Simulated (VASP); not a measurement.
# Li (P1) in VASP: notebook

Li is run at these levels: PBE; tasks: single point.

All numbers are computed with VASP 6.6.1; they aren't measurements. Logs are shortened: lines on timing, memory, paths and dates and some standing lists are left out, and cuts for length are marked.

### Step 1. The cell of the first run

The typed cell holds 16 atoms: a = 6.980 Å, b = 6.980 Å, c = 6.980 Å, α = 90.00°, β = 90.00°, γ = 90.00°.

### Step 2. Single point, PBE

The input, INCAR:

```
PREC = Accurate
ENCUT = 520
EDIFF = 1E-6
ISMEAR = -1
SIGMA = 0.11
LREAL = Auto
LASPH = True
NELM = 100
ALGO = Normal
ISIF = 2
LWAVE = False
LCHARG = False
GGA = PE
NBANDS = 38
```

The input, KPOINTS:

```
Automatic mesh
0
Gamma
  2 2 2
```

The input, POSCAR:

```
Li
1.0
    6.9800000000      0.0000000000      0.0000000000
    0.0000000000      6.9800000000      0.0000000000
    0.0000000000      0.0000000000      6.9800000000
Li
16
Direct
   -0.0690687679      0.1244985673     -0.1188968481
    0.6067048711      0.0101289398      0.0789684814
   -0.1130085960      0.4859598854      0.0052148997
    0.0153295129     -0.0312893983      0.4740974212
    0.2043123209      0.2799570201      0.3327793696
    0.4571919771      0.4861747851      0.0642120344
    0.4351862464     -0.0411747851      0.4905444126
    0.7165472779      0.2626074499      0.3046131805
   -0.0237249284      0.4810315186      0.5894269341
    0.1747277937      0.7606733524      0.1863610315
    0.2915472779      0.3045272206      0.7590257880
    0.5750716332      0.4730515759      0.5069054441
    0.7443409742      0.6935386819      0.2652722063
    0.6818481375      0.2674355301      0.7434240688
    0.1582091691      0.7379083095      0.7427220630
    0.7281805158      0.7662893983      0.6971489971
```

Potentials or basis: VASP PAW PBE potentials, release 64 (Li_sv).

Started as:

```bash
cat potpaw_PBE.64/Li_sv/POTCAR > POTCAR
mpirun -np 1 vasp_std > vasp.out
```

OUTCAR:

```text
PREC = Accurate
   ENCUT = 520
   EDIFF = 1E-6
   ISMEAR = -1
   LREAL = Auto
   LASPH = True
   NELM = 100
   ISIF = 2
   GGA = PE

 ion  position               nearest neighbor table
   1  0.931  0.124  0.881-  14 2.22
   2  0.607  0.010  0.079-   8 2.48
   3  0.887  0.486  0.005-  13 2.53
   4  0.015  0.969  0.474-
   5  0.204  0.280  0.333-
   6  0.457  0.486  0.064-
   7  0.435  0.959  0.491-
   8  0.717  0.263  0.305-  12 2.26   2 2.48
   9  0.976  0.481  0.589-  15 2.44
  10  0.175  0.761  0.186-
  11  0.292  0.305  0.759-
  12  0.575  0.473  0.507-   8 2.26  14 2.31  13 2.57
  13  0.744  0.694  0.265-   3 2.53  12 2.57
  14  0.682  0.267  0.743-   1 2.22  12 2.31
  15  0.158  0.738  0.743-   9 2.44
  16  0.728  0.766  0.697-

  LATTYP: Found a simple cubic cell.
 ALAT       =     6.9800000000

  Lattice vectors:

 A1 = (   6.9800000000,   0.0000000000,   0.0000000000)
 A2 = (   0.0000000000,   6.9800000000,   0.0000000000)
 A3 = (   0.0000000000,   0.0000000000,   6.9800000000)

Analysis of symmetry for initial positions (statically):
=====================================================================
 Subroutine PRICEL returns:
 Original cell was already a primitive cell.

 Routine SETGRP: Setting up the symmetry group for a
 simple cubic supercell.

 Subroutine GETGRP returns: Found  1 space group operations
 (whereof  1 operations were pure point group operations)
 out of a pool of 48 trial point group operations.

The static configuration has the point symmetry C_1 .

Analysis of symmetry for dynamics (positions and initial velocities):
=====================================================================
 Subroutine PRICEL returns:
 Original cell was already a primitive cell.

 Routine SETGRP: Setting up the symmetry group for a
 simple cubic supercell.

 Subroutine GETGRP returns: Found  1 space group operations
 (whereof  1 operations were pure point group operations)
 out of a pool of 48 trial point group operations.

The dynamic configuration has the point symmetry C_1 .

 Subroutine INISYM returns: Found  1 space group operations
 (whereof  1 operations are pure point group operations),
 and found     1 'primitive' translations

----------------------------------------------------------------------------------------

                                     Primitive cell

  volume of cell :     340.0684

  direct lattice vectors                    reciprocal lattice vectors
     6.980000000  0.000000000  0.000000000     0.143266476  0.000000000  0.000000000
     0.000000000  6.980000000  0.000000000     0.000000000  0.143266476  0.000000000
     0.000000000  0.000000000  6.980000000     0.000000000  0.000000000  0.143266476

  length of vectors
     6.980000000  6.980000000  6.980000000     0.143266476  0.143266476  0.143266476

  position of ions in fractional coordinates (direct lattice)
     0.930931232  0.124498567  0.881103152
     0.606704871  0.010128940  0.078968481
     0.886991404  0.485959885  0.005214900
     0.015329513  0.968710602  0.474097421
     0.204312321  0.279957020  0.332779370
     0.457191977  0.486174785  0.064212034
[... 8 lines left out ...]
     0.158209169  0.737908309  0.742722063
     0.728180516  0.766289398  0.697148997

  ion indices of the primitive-cell ions
   primitive index   ion index
                 1           1
                 2           2
                 3           3
                 4           4
                 5           5
                 6           6
[... 8 lines left out ...]
                15          15
                16          16

----------------------------------------------------------------------------------------

 KPOINTS: Automatic mesh

Automatic generation of k-mesh.
 Grid dimensions read from file:
 generate k-points for:    2    2    2

 Generating k-lattice:

  Cartesian coordinates                     Fractional coordinates (reciprocal lattice)
     0.071633238  0.000000000  0.000000000     0.500000000  0.000000000  0.000000000
     0.000000000  0.071633238  0.000000000     0.000000000  0.500000000  0.000000000
     0.000000000  0.000000000  0.071633238     0.000000000  0.000000000  0.500000000

  Length of vectors
     0.071633238  0.071633238  0.071633238

  Shift w.r.t. Gamma in fractional coordinates (k-lattice)
     0.000000000  0.000000000  0.000000000

 Subroutine IBZKPT returns following result:
 ===========================================

 Found      8 irreducible k-points:

 Following reciprocal coordinates:
            Coordinates               Weight
  0.000000  0.000000  0.000000      1.000000
  0.500000  0.000000  0.000000      1.000000
  0.000000  0.500000  0.000000      1.000000
  0.000000  0.000000  0.500000      1.000000
  0.500000  0.500000  0.000000      1.000000
  0.000000  0.500000  0.500000      1.000000
  0.500000  0.000000  0.500000      1.000000
  0.500000  0.500000  0.500000      1.000000
   k-points           NKPTS =      8   k-points in BZ     NKDIM =      8   number of bands    NBANDS=     38
   number of dos      NEDOS =    301   number of ions     NIONS =     16
   total plane-waves  NPLWV = 157464
   dimension x,y,z NGX =    54 NGY =   54 NGZ =   54
   dimension x,y,z NGXF=   108 NGYF=  108 NGZF=  108
   ions per type =              16
   NGX,Y,Z   is equivalent  to a cutoff of  12.86, 12.86, 12.86 a.u.
   NGXF,Y,Z  is equivalent  to a cutoff of  25.72, 25.72, 25.72 a.u.
 SYSTEM =  unknown system
   PREC   = accura    normal or accurate (medium, high low for compatibility)
   ISTART =      0    job   : 0-new  1-cont  2-samecut
   ICHARG =      2    charge: 1-file 2-atom 10-const
   ISPIN  =      1    spin polarized calculation?
   LNONCOLLINEAR =      F non collinear calculations
   LSORBIT =      F    spin-orbit coupling
   LASPH  =      T    aspherical Exc in radial PAW
   ENCUT  =  520.0 eV  38.22 Ry    6.18 a.u.  12.98 12.98 12.98*2*pi/ulx,y,z
   NELM   =    100;   NELMIN=  2; NELMDL= -5     # of ELM steps
   EDIFF  = 0.1E-05   stopping-criterion for ELM
   LREAL  =      T    real-space projection
   EDIFFG = 0.1E-04   stopping-criterion for IOM
   NSW    =      0    number of steps for IOM
   IBRION =     -1    ionic relax: 0-MD 1-quasi-New 2-CG
   NFREE  =      0    steps in history (QN), initial steepest desc. (CG)
   ISIF   =      2    stress and relaxation
   ISYM   =      2    0-nonsym 1-usesym 2-fastsym
   POTIM  = 0.5000    time-step for ionic-motion
   TEBEG  =    0.0;   TEEND  =   0.0 temperature during run
   PSTRESS=    0.0 pullay stress
   NELECT =      48.0000    total number of electrons
   NUPDOWN=      -1.0000    fix difference up-down
   EMIN   =  10.00;   EMAX   =-10.00  energy-range for DOS
   EFERMI =   0.00;   METHOD = LEGACY
   ISMEAR =    -1;   SIGMA  =   0.11  broadening in eV -4-tet -1-fermi 0-gaus
   EFERMI_NEDOS =   21; number of points for ismear=-14 and -15
   IALGO  =     38    algorithm
   IMIX   =      4    mixing-type and parameters
     AMIX     =   0.40;   BMIX     =  1.00
     AMIX_MAG =   1.60;   BMIX_MAG =  1.00
  volume/ion in A,a.u.               =      21.25       143.43
  Fermi-wavevector in a.u.,A,eV,Ry     =   0.852380  1.610764  9.885331  0.726551
  Thomas-Fermi vector in A             =   1.968659
   LORBIT       =      0    0 simple, 1 ext, 2 COOP (PROOUT), +10 PAW based schemes
   GGA     = PE    functional components
   LHFCALC =     F    Hartree Fock is set to
   AEXX    =    0.0000 exact exchange contribution
   IVDW    =     0    specifies the selected vdW correction
   LEPSILON=     F    determine dielectric tensor
   LRPA    =     F    only Hartree local field effects (RPA)
 non-spin polarized calculation
  energy-cutoff  :      520.00
  volume of cell :      340.07
 maximum number of plane-waves:      9124
 NGX is ok and might be reduce to    54
   NGX = 25   NGY = 25   NGZ = 25

 number of electron      48.0000001 magnetization

 Free energy of the ion-electron system (eV)
  ---------------------------------------------------
  ext. energy  EPLUGINS =         0.00000000
  ---------------------------------------------------
  free energy    TOTEN  =       -27.81454456 eV

  energy without entropy =      -27.47617480  energy(sigma->0) =      -27.64535968

 E-fermi :   0.3070     XC(G=0):  -6.8811

 val. band max:        0.2604186425   @ k =   0.5000   0.0000   0.0000
 cond. band min:       0.3394625365   @ k =   0.0000   0.5000   0.5000
 fundamental gap:      0.0790438940
 Fermi energy:         0.3069670197

 k-point     1 :       0.0000    0.0000    0.0000
  band No.  band energies     occupation
      1     -46.6582      2.00000
      2     -46.5170      2.00000
      3     -46.4842      2.00000
      4     -46.4737      2.00000
      5     -46.4466      2.00000
      6     -46.3118      2.00000
[... 28 lines left out ...]
     35       3.3420      0.00000
     36       3.5244      0.00000

 k-point     2 :       0.5000    0.0000    0.0000
  band No.  band energies     occupation
      1     -46.6582      2.00000
      2     -46.5170      2.00000
      3     -46.4842      2.00000
      4     -46.4737      2.00000
      5     -46.4466      2.00000
      6     -46.3119      2.00000
[... 28 lines left out ...]
     35       3.5014      0.00000
     36       3.5712      0.00000

 k-point     3 :       0.0000    0.5000    0.0000
  band No.  band energies     occupation
      1     -46.6582      2.00000
      2     -46.5170      2.00000
      3     -46.4842      2.00000
      4     -46.4737      2.00000
      5     -46.4466      2.00000
      6     -46.3118      2.00000
[... 28 lines left out ...]
     35       3.3845      0.00000
     36       3.5861      0.00000
[... 118 lines left out ...]
 k-point     7 :       0.5000    0.0000    0.5000
  band No.  band energies     occupation
      1     -46.6582      2.00000
      2     -46.5170      2.00000
      3     -46.4843      2.00000
      4     -46.4737      2.00000
      5     -46.4466      2.00000
      6     -46.3119      2.00000
[... 28 lines left out ...]
     35       3.7834      0.00000
     36       4.0471      0.00000

 k-point     8 :       0.5000    0.5000    0.5000
  band No.  band energies     occupation
      1     -46.6582      2.00000
      2     -46.5170      2.00000
      3     -46.4842      2.00000
      4     -46.4737      2.00000
      5     -46.4466      2.00000
      6     -46.3119      2.00000
[... 28 lines left out ...]
     35       3.3239      0.00000
     36       3.4743      0.00000
 [bands above 36 left out]

------------------------ aborting loop because EDIFF is reached ----------------------------------------

  FORCE on cell =-STRESS in cart. coord.  units (eV):
  Direction    XX          YY          ZZ          XY          YZ          ZX
  --------------------------------------------------------------------------------------
  -------------------------------------------------------------------------------------
  Total        1.8636264      2.0909067      1.4869156     -0.4304349      0.7545175      0.3841639
  in kB        8.7801748      9.8509692      7.0053627     -2.0279247      3.5547872      1.8099262
  external PRESSURE =       8.5455022 kB  Pullay stress =       0.0000000 kB

 VOLUME and BASIS-vectors are now :
 -----------------------------------------------------------------------------
  energy-cutoff  :      520.00
  volume of cell :      340.07
      direct lattice vectors                 reciprocal lattice vectors
     6.980000000  0.000000000  0.000000000     0.143266476  0.000000000  0.000000000
     0.000000000  6.980000000  0.000000000     0.000000000  0.143266476  0.000000000
     0.000000000  0.000000000  6.980000000     0.000000000  0.000000000  0.143266476

 POSITION                                       TOTAL-FORCE (eV/Angst)
 -----------------------------------------------------------------------------------
      6.49790      0.86900      6.15010         0.954095     -0.642522      0.397541
      4.23480      0.07070      0.55120        -0.519733     -0.213274     -0.325451
      6.19120      3.39200      0.03640         0.248285      0.048590     -0.162402
      0.10700      6.76160      3.30920        -0.636218      0.319116      0.051123
      1.42610      1.95410      2.32280         0.071368      0.154905     -0.332398
      3.19120      3.39350      0.44820         0.145373      0.052488     -0.187036
[... 8 lines left out ...]
      1.10430      5.15060      5.18420         0.522286      0.133311      0.426657
      5.08270      5.34870      4.86610        -0.091781      0.164701      0.485011
 -----------------------------------------------------------------------------------
    total drift:                               -0.001332     -0.007468     -0.004974

  FREE ENERGIE OF THE ION-ELECTRON SYSTEM (eV)
  ---------------------------------------------------
  free  energy   TOTEN  =       -27.8145445577 eV

  energy  without entropy=      -27.4761747994  energy(sigma->0) =      -27.64535968
```

Wall time 2.5 min (1 thread of Oxide Virtual Turin-like, shared host); peak memory 0.33 GiB.

What came out:

* Free energy: -27.8145 eV
* Largest force: 1.297 eV/Å
* Band gap on the k mesh: zero (band 24 reaches 0.69 eV, above the bottom of band 25 at 0.05 eV)

Forces in eV/Å, atoms in the order of the input:
```
Li   0.954 -0.643  0.398
Li  -0.520 -0.213 -0.325
Li   0.248  0.049 -0.162
Li  -0.636  0.319  0.051
Li   0.071  0.155 -0.332
Li   0.145  0.052 -0.187
Li   0.170  0.098  0.008
Li   0.614 -0.457 -0.096
Li  -0.121 -0.235 -0.480
Li   0.061 -0.023 -0.004
Li  -0.192 -0.301  0.058
Li  -1.064  0.741 -0.027
Li   0.218  0.397  0.241
Li  -0.380 -0.237 -0.053
Li   0.522  0.133  0.427
Li  -0.092  0.165  0.485
```

Levels at points of the mesh, in eV from the Fermi level:
```
           k point  band 20  band 21  band 22  band 23  band 24  band 25  band 26  band 27
(0.00, 0.00, 0.00)    -1.03    -0.93    -0.89    -0.75     0.39     0.45     0.53     0.65
(0.50, 0.00, 0.00)    -0.58    -0.55    -0.49    -0.46    -0.34    -0.19    -0.05     0.89
(0.00, 0.50, 0.00)    -0.67    -0.58    -0.45    -0.43    -0.32    -0.17    -0.10     1.08
(0.00, 0.00, 0.50)    -0.56    -0.54    -0.48    -0.43    -0.29    -0.25    -0.13     1.07
(0.50, 0.50, 0.00)    -1.96    -0.29    -0.22    -0.05     0.08     0.22     0.36     0.58
(0.00, 0.50, 0.50)    -1.94    -0.30    -0.25     0.03     0.15     0.24     0.31     0.44
(0.50, 0.00, 0.50)    -1.92    -0.22    -0.20    -0.08     0.08     0.15     0.36     0.43
(0.50, 0.50, 0.50)    -1.61    -1.51    -1.48    -1.38    -1.15     1.80     1.89     2.01
```

Caveat: the k points lie up to 0.45 Å⁻¹ apart; the cutoff is under 1.25 times the usual one of these potentials, so pressure, stress and relaxed cells hold a basis-set (Pulay) error; forces of over 1 eV/Å act on the atoms, so gaps and moduli don't describe the material at rest.

(Part 1 of 3 ends here.)
